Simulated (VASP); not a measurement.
# TiO2: single point with r2SCAN

TiO2:

```
Ti O
1.0
     2.55096   -2.67125   -0.02017
     2.55096    2.67125   -0.02017
    -2.51675    0.00000    4.81205
Ti O
2 4
Direct
  0.12497 0.87503 0.25000
  0.87503 0.12497 0.75000
  0.33228 0.08225 0.66454
  0.66772 0.91775 0.33546
  0.91775 0.66772 0.83546
  0.08225 0.33228 0.16454
```

This cell differs from its parent crystal: strain -0.0450 x Voigt [1, 0, 0, 0, 0, 0].

```json
{
 "Program": "VASP 6.6.1",
 "Task": "single point",
 "Functional": "r2SCAN",
 "Potentials or basis": "VASP PAW PBE potentials, release 64 (Ti_sv, O)",
 "Cutoff": "520 eV",
 "k mesh": "6 × 6 × 6",
 "Occupations": "gaussian, width 0.05 eV",
 "Spin": "no spin polarisation",
 "Dipole correction": "no",
 "Further INCAR settings": "ALGO = Normal; EDIFF = 1e-06; NBANDS = 33"
}
```

The pressure is 12.8 GPa, the largest force is 0.064 eV/Å and the band gap on the k mesh is 2.72 eV (least direct gap 2.98 eV).

Forces in eV/Å, atoms in the order of the input:
```
Ti   0.000  0.002  0.000
Ti   0.000 -0.002  0.000
O    0.000 -0.003 -0.064
O    0.000  0.003  0.064
O    0.000 -0.003  0.064
O    0.000  0.003 -0.064
```

Stress tensor (GPa, compression positive):
```
17.93  0.00  0.01
 0.00 12.29  0.00
 0.01  0.00  8.28
```

Levels at points of the mesh, in eV from the valence-band top:
| k point | band 20 | band 21 | band 22 | band 23 | band 24 | band 25 | band 26 | band 27 | band 28 | band 29 |
| --- | --- | --- | --- | --- | --- | --- | --- | --- | --- | --- |
| (0.00, 0.00, 0.00) | -0.90 | -0.87 | -0.79 | -0.70 | -0.31 | 2.72 | 3.44 | 4.71 | 4.73 | 4.85 |
| (0.50, 0.00, 0.00) | -2.06 | -2.02 | -1.03 | -0.87 | -0.71 | 3.94 | 4.20 | 4.26 | 4.33 | 5.04 |
| (0.50, 0.50, 0.00) | -2.84 | -2.21 | -2.21 | -0.02 | -0.02 | 3.89 | 3.89 | 4.48 | 4.48 | 5.75 |
| (0.00, 0.00, 0.50) | -1.44 | -1.32 | -1.32 | -0.10 | -0.10 | 3.06 | 3.06 | 4.52 | 4.52 | 5.06 |
| (0.50, 0.00, 0.50) | -2.06 | -2.02 | -1.03 | -0.87 | -0.71 | 3.94 | 4.21 | 4.26 | 4.33 | 5.04 |
| (0.50, 0.50, 0.50) | -2.80 | -2.21 | -2.21 | -0.01 | -0.01 | 3.99 | 3.99 | 4.43 | 4.43 | 5.72 |

Wall time 4 min on 1 thread of Intel(R) Xeon(R) 6975P-C (Granite Rapids), with other jobs on the host, peak memory 0.25 GiB.

Caveat: the cell differs from its parent crystal (strain -0.0450 x Voigt [1, 0, 0, 0, 0, 0]); the stress differs along the axes, from 8 to 18 GPa; the PAW data sets were made with another functional, which shifts forces and pressure a little. A k mesh can miss the band edges.
